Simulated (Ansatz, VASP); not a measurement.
One calculation of HgTe, two programs

INCAR

```
SYSTEM = HgTe
PREC = Accurate
ENCUT = 520
EDIFF = 1E-6
ISMEAR = 0
SIGMA = 0.05
LREAL = .False.
LASPH = .True.
NELM = 100
ALGO = Normal
ISIF = 2
LWAVE = .False.
LCHARG = .False.
GGA = PS
NBANDS = 16
```

Contents of KPOINTS:

```
regular mesh
0
Gamma
  10 10 10
  0 0 0
```

The input POSCAR:

```
HgTe
1.0
    0.0000000000      3.3242171039      3.3242171039
    3.3242171039      0.0000000000      3.3242171039
    3.3242171039      3.3242171039      0.0000000000
Hg Te
1 1
Direct
    0.0000000000      0.0000000000      0.0000000000
    0.2500000000      0.2500000000      0.2500000000
```

Input for Ansatz:

```yaml
crystal:
  lattice:
    - [0.0, 3.3242171039, 3.3242171039]
    - [3.3242171039, 0.0, 3.3242171039]
    - [3.3242171039, 3.3242171039, 0.0]
  atoms:
    - { symbol: Hg, position: [0.0, 0.0, 0.0] }
    - { symbol: Te, position: [0.25, 0.25, 0.25] }
basis:
  ecutwfc: 420
  ecutrho_ratio: 4
kpoints:
  mp_grid: { grid: [10, 10, 10] }
hamiltonian:
  xc: pbesol
scf:
  occupations: { method: gaussian, width: 0.05 }
output:
  forces: true
  stress: true
  eigenvalues: true
  populations: true
```

Alike in both runs: task single point; functional PBEsol; k mesh 10 × 10 × 10; occupations gaussian, width 0.05 eV; no spin polarisation.

|  | VASP | Ansatz |
| --- | --- | --- |
| version | VASP 6.6.1 | Ansatz 0.2.0 |
| potentials or method | VASP PAW PBE potentials, release 64 (Hg, Te), cutoff 520 eV | scalar-relativistic, plane waves, PAW |
| valence electrons in the cell | 18 | 36 |

Ansatz gave:

- gap on the k mesh at the Fermi level (eV): none
- pressure (GPa): -2.3

Task: Which values does VASP return?

Result: gap on the k mesh at the Fermi level (eV): none; pressure (GPa): -2.2.

VASP's potentials were made for PBE, not for PBEsol. A gap of «none» marks a metal or a gap that the smearing closes. The functional is the same, so the differences come from potentials, cutoffs and numerics. VASP's potentials hold 18 valence electrons a cell and Ansatz's 36, so a difference there can come from the potentials and not from the codes.

Neither program's run includes spin-orbit coupling.
